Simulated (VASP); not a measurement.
Set up this calculation in VASP 6.6.1, as the native input.

* Task: single point
* Functional: PBE
* Potentials or basis: VASP PAW PBE potentials, release 64 (Ga_d, Sb)
* Cutoff: 520 eV
* k mesh: 24 × 24 × 24
* Occupations: gaussian, width 0.15 eV
* Spin: no spin polarisation
* Dipole correction: no
* Further INCAR settings: ALGO = Fast; EDIFF = 1e-07; NBANDS = 16

The structure of GaSb lies in POSCAR:

```
GaSb
1.0
   -2.7657340177      2.7657340177      1.5810862690
    2.7657340177     -2.7657340177      1.5810862690
    2.7657340177      2.7657340177     -1.5810862690
Ga Sb
1 1
Direct
    0.2500000000      0.7500000000      0.5000000000
    0.0000000000      0.0000000000      0.0000000000
```

These files were run (other wordings do the same):

INCAR

```
SYSTEM = GaSb
PREC = Accurate
ENCUT = 520
EDIFF = 1E-7
ISMEAR = 0
SIGMA = 0.15
LREAL = .False.
LASPH = .True.
NELM = 80
ALGO = Fast
ISIF = 2
LWAVE = .False.
LCHARG = .True.
GGA = PE
LELF = .True.
LVHAR = .True.
NBANDS = 16
```

KPOINTS

```
Automatic mesh
0
Gamma
  24 24 24
  0 0 0
```

Potentials or basis: VASP PAW PBE potentials, release 64 (Ga_d, Sb).

Command:

```sh
$ cat potpaw_PBE.64/Ga_d/POTCAR potpaw_PBE.64/Sb/POTCAR > POTCAR
$ mpirun -np 1 vasp_std > vasp.out
```

It gave:

The pressure is 0.0 GPa and the band gap on the k mesh is zero (bands 9 and 10 overlap by 4.76 eV).

Caveat: spin-orbit coupling is left out, which moves the levels of the heavy elements.

Run time: 21 min on 1 thread of Oxide Virtual Turin-like Processor, with other jobs on the host, peak memory 0.86 GiB.
